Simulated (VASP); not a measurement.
# HPt6 in VASP: a series of runs, part 2 of 2

VASP 6.6.1. The steps go on from the part before.

## 3. Single point, PBE

Contents of INCAR:

```
SYSTEM = HPt6
ALGO = Normal ; DIPOL = 0.5 0.5 0.287
EDIFF = 1E-6 ; ENCUT = 520
GGA = PE ; IDIPOL = 3
ISIF = 2 ; ISMEAR = 0
LASPH = .TRUE. ; LCHARG = .TRUE.
LDIPOL = .TRUE. ; LELF = .TRUE.
LREAL = .FALSE. ; LVACPOTAV = .TRUE.
LVHAR = .TRUE. ; LWAVE = .FALSE.
NBANDS = 74 ; NELM = 60
PREC = Accurate ; SIGMA = 0.1
```

Contents of KPOINTS:

```
k-points
0
G
  5 5 1
  0 0 0
```

Contents of POSCAR:

```
HPt6
1.0
    5.6143281343      0.0000000000      0.0000000000
    0.0000000000      5.6143281343      0.0000000000
    0.0000000000      0.0000000000     21.8513792319
Pt H
12 2
Direct
    0.2500000000      0.2500000000      0.1830548066
    0.2500000000      0.7500000000      0.1830548066
    0.7500000000      0.2500000000      0.1830548066
    0.7500000000      0.7500000000      0.1830548066
    0.0000000000      0.0000000000      0.2712126041
    0.0000000000      0.5000000000      0.2712126041
    0.5000000000      0.0000000000      0.2712126041
    0.5000000000      0.5000000000      0.2712126041
    0.2500000000      0.2500000000      0.3593081768
    0.2500000000      0.7500000000      0.3593081768
    0.7500000000      0.2500000000      0.3593081768
    0.7500000000      0.7500000000      0.3593081768
   -0.1051773224      0.0000000000      0.3799018425
    0.1051773224      0.0000000000      0.3799018425
```

Potentials or basis: VASP PAW PBE potentials, release 64 (Pt, H).

Command:

```bash
cat potpaw_PBE.64/Pt/POTCAR potpaw_PBE.64/H/POTCAR > POTCAR
mpirun -np 1 vasp_std > vasp.out
```

OUTCAR:

```text
SYSTEM = HPt6
   EDIFF = 1E-6
   ENCUT = 520
   GGA = PE
   ISIF = 2
   ISMEAR = 0
   LASPH = .TRUE.
   LREAL = .FALSE.
   NELM = 60
   PREC = Accurate

 ion  position               nearest neighbor table
   1  0.250  0.250  0.183-   5 2.77   6 2.77   7 2.77   8 2.77   2 2.81   3 2.81   2 2.81   3 2.81

   2  0.250  0.750  0.183-   5 2.77   6 2.77   7 2.77   8 2.77   1 2.81   4 2.81   1 2.81   4 2.81

   3  0.750  0.250  0.183-   5 2.77   6 2.77   7 2.77   8 2.77   1 2.81   4 2.81   4 2.81   1 2.81
[... 4 lines left out ...]
                             6 2.81   7 2.81   6 2.81   7 2.81
   6  0.000  0.500  0.271-   9 2.77  10 2.77  11 2.77  12 2.77   1 2.77   2 2.77   3 2.77   4 2.77
                             5 2.81   8 2.81   5 2.81   8 2.81
   7  0.500  0.000  0.271-   9 2.77  10 2.77  11 2.77  12 2.77   1 2.77   2 2.77   3 2.77   4 2.77
                             5 2.81   8 2.81   8 2.81   5 2.81
   8  0.500  0.500  0.271-   9 2.77  10 2.77  11 2.77  12 2.77   1 2.77   2 2.77   3 2.77   4 2.77
                             6 2.81   7 2.81   7 2.81   6 2.81
   9  0.250  0.250  0.359-  14 1.68   6 2.77   7 2.77   8 2.77   5 2.77  11 2.81  10 2.81  10 2.81
                            11 2.81
  10  0.250  0.750  0.359-  14 1.68   6 2.77   7 2.77   8 2.77   5 2.77  12 2.81   9 2.81   9 2.81
                            12 2.81
  11  0.750  0.250  0.359-  13 1.68   6 2.77   7 2.77   8 2.77   5 2.77  12 2.81   9 2.81  12 2.81
                             9 2.81
  12  0.750  0.750  0.359-  13 1.68   6 2.77   7 2.77   8 2.77   5 2.77  11 2.81  10 2.81  11 2.81
                            10 2.81
  13  0.895  0.000  0.380-  11 1.68  12 1.68
  14  0.105  0.000  0.380-   9 1.68  10 1.68

  LATTYP: Found a simple tetragonal cell.
 ALAT       =     5.6143281343
 C/A-ratio  =     3.8920737636

  Lattice vectors:

 A1 = (   5.6143281343,   0.0000000000,   0.0000000000)
 A2 = (   0.0000000000,   5.6143281343,   0.0000000000)
 A3 = (   0.0000000000,   0.0000000000,  21.8513792319)

Analysis of symmetry for initial positions (statically):
[... 177 lines left out ...]

 Free energy of the ion-electron system (eV)
  ---------------------------------------------------
  ext. energy  EPLUGINS =         0.00000000
  ---------------------------------------------------
  free energy    TOTEN  =       -72.49584275 eV

  energy without entropy =      -72.34723510  energy(sigma->0) =      -72.42153893

 E-fermi :  -1.1570     XC(G=0):  -4.4864

 val. band max:       -1.1591342170   @ k =   0.2000   0.0000   0.0000
 cond. band min:      -1.1534233487   @ k =   0.4000   0.4000   0.0000
 fundamental gap:      0.0057108684
 Fermi energy:        -1.1570188431

 k-point     1 :       0.0000    0.0000    0.0000
  band No.  band energies     occupation
      1     -11.7534      2.00000
      2      -9.5755      2.00000
      3      -8.1194      2.00000
      4      -7.7093      2.00000
      5      -7.6314      2.00000
      6      -7.4547      2.00000
[... 673 lines left out ...]
     72       2.9700      0.00000
     73       4.1121      0.00000
 [bands above 73 left out]

------------------------ aborting loop because EDIFF is reached ----------------------------------------

  FORCE on cell =-STRESS in cart. coord.  units (eV):
  Direction    XX          YY          ZZ          XY          YZ          ZX
  --------------------------------------------------------------------------------------
  -------------------------------------------------------------------------------------
  Total       -5.4998687     -4.3832525      5.7956087      0.0000000      0.0000000      0.0000000
  in kB      -12.7934733    -10.1960658     13.4814064      0.0000000      0.0000000      0.0000000
  external PRESSURE =      -3.1693776 kB  Pullay stress =       0.0000000 kB

 VOLUME and BASIS-vectors are now :
 -----------------------------------------------------------------------------
  energy-cutoff  :      520.00
  volume of cell :      688.77
      direct lattice vectors                 reciprocal lattice vectors
     5.614328134  0.000000000  0.000000000     0.178115703  0.000000000  0.000000000
     0.000000000  5.614328134  0.000000000     0.000000000  0.178115703  0.000000000
     0.000000000  0.000000000 21.851379232     0.000000000  0.000000000  0.045763702

 POSITION                                       TOTAL-FORCE (eV/Angst)
 -----------------------------------------------------------------------------------
      1.40358      1.40358      4.00000        -0.032197      0.014622     -0.037122
      1.40358      4.21075      4.00000        -0.032197     -0.014622     -0.037122
      4.21075      1.40358      4.00000         0.032197      0.014622     -0.037122
      4.21075      4.21075      4.00000         0.032197     -0.014622     -0.037122
      0.00000      0.00000      5.92637         0.000000      0.000000     -1.338362
      0.00000      2.80716      5.92637         0.000000      0.000000     -0.440000
      2.80716      0.00000      5.92637         0.000000      0.000000     -0.555581
      2.80716      2.80716      5.92637         0.000000      0.000000      0.039327
      1.40358      1.40358      7.85138         0.641092      1.131539      0.061178
      1.40358      4.21075      7.85138         0.641092     -1.131539      0.061178
      4.21075      1.40358      7.85138        -0.641092      1.131539      0.061178
      4.21075      4.21075      7.85138        -0.641092     -1.131539      0.061178
      5.02383      0.00000      8.30138        -0.879459      0.000000      1.099195
      0.59050      0.00000      8.30138         0.879459      0.000000      1.099195
 -----------------------------------------------------------------------------------
    total drift:                                0.000000      0.000000     -0.000317

  FREE ENERGIE OF THE ION-ELECTRON SYSTEM (eV)
  ---------------------------------------------------
  free  energy   TOTEN  =       -72.4958427463 eV

  energy  without entropy=      -72.3472351040  energy(sigma->0) =      -72.42153893

 vacuum level on the upper side and lower side of the slab         4.427         4.507
```

OSZICAR:

```text
N       E                     dE             d eps       ncg     rms          rms(c)
DAV:   1     0.858289933943E+03    0.85829E+03   -0.50346E+04  1332   0.135E+03
DAV:   2    -0.312420886121E+01   -0.86141E+03   -0.79785E+03  1688   0.266E+02
DAV:   3    -0.745788397492E+02   -0.71455E+02   -0.66318E+02  1614   0.734E+01
[... 22 lines left out ...]
DAV:  26    -0.724958367917E+02   -0.52080E-05   -0.33505E-07   858   0.160E-03    0.768E-04
DAV:  27    -0.724958383899E+02   -0.15983E-05   -0.90469E-08   832   0.720E-04    0.581E-04
DAV:  28    -0.724958406688E+02   -0.22789E-05   -0.83107E-08   840   0.534E-04    0.531E-04
DAV:  29    -0.724958417988E+02   -0.11301E-05   -0.40965E-08   824   0.426E-04    0.282E-04
DAV:  30    -0.724958427463E+02   -0.94749E-06   -0.45938E-08   832   0.401E-04
   1 F= -.72495843E+02 E0= -.72421539E+02  d E =-.148608E+00
```

stdout:

```text
POSCAR found type information on POSCAR PtH
 POSCAR found :  2 types and      14 ions
 scaLAPACK will be used
 LDA part: xc-table for (Slater+PW92), standard interpolation
 POSCAR, INCAR and KPOINTS ok, starting setup
 FFT: planning ... GRIDC
 FFT: planning ... GRID_SOFT
 FFT: planning ... GRID
 WAVECAR not read
 entering main loop
 -----------------------------------------------------------------------------
|                                                                             |
|           W    W    AA    RRRRR   N    N  II  N    N   GGGG   !!!           |
|           W    W   A  A   R    R  NN   N  II  NN   N  G    G  !!!           |
|           W    W  A    A  R    R  N N  N  II  N N  N  G       !!!           |
|           W WW W  AAAAAA  RRRRR   N  N N  II  N  N N  G  GGG   !            |
|           WW  WW  A    A  R   R   N   NN  II  N   NN  G    G                |
|           W    W  A    A  R    R  N    N  II  N    N   GGGG   !!!           |
|                                                                             |
|     Did not find any points to average over, which means that no vacuum     |
|     field-free region was found. Please increase the size of  your cell     |
|     in the dimension of the dipole correction to obtain accurate            |
|     workfunction values.                                                    |
|                                                                             |
 -----------------------------------------------------------------------------
```

It took 14 min on 1 thread of AMD EPYC 9R45 (Zen 5), shared host; peak memory 0.75 GiB.

What came out:

* Free energy: -72.4958 eV
* Largest force: 1.408 eV/Å
* Band gap on the k mesh: zero (bands 61 and 62 overlap by 0.16 eV)

Forces in eV/Å, atoms in the order of the input:
```
Pt  -0.032  0.015 -0.037
Pt  -0.032 -0.015 -0.037
Pt   0.032  0.015 -0.037
Pt   0.032 -0.015 -0.037
Pt   0.000  0.000 -1.338
Pt   0.000  0.000 -0.440
Pt   0.000  0.000 -0.556
Pt   0.000  0.000  0.039
Pt   0.641  1.132  0.061
Pt   0.641 -1.132  0.061
Pt  -0.641  1.132  0.061
Pt  -0.641 -1.132  0.061
H   -0.879  0.000  1.099
H    0.879  0.000  1.099
```

Levels at points of the mesh, in eV from the Fermi level:
```tsv
k point	band 59	band 60	band 61	band 62	band 63	band 64
(0.00, 0.00, 0.00)	0.03	0.08	0.09	0.38	0.58	0.70
```

Caveat: spin-orbit coupling is left out, which moves the levels of the heavy elements.
